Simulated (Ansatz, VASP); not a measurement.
Two plane-wave programs on TiAl

```
Ti Al
1.0
     3.22322    0.00000    0.00000
     0.00000    3.22322    0.00000
     0.00000    0.00000    3.22322
Ti Al
1 1
Direct
  0.00000 0.00000 0.00000
  0.50000 0.50000 0.50000
```

Alike in both runs: task single point; functional PBE; k mesh 14 × 14 × 14; occupations gaussian, width 0.1 eV; no spin polarisation.

|  | VASP | Ansatz |
| --- | --- | --- |
| version | VASP 6.6.1 | Ansatz 0.2.0 |
| potentials or method | VASP PAW PBE potentials, release 64 (Ti_sv, Al), cutoff 520 eV | scalar-relativistic, plane waves, PAW |
| valence electrons in the cell | 15 | 15 |

```tsv
	VASP	Ansatz	Ansatz less VASP
gap on the k mesh at the Fermi level (eV)	none	none	-
pressure (GPa)	-3.6	-3.6	+0.05
```

A gap of «none» marks a metal or a gap that the smearing closes.
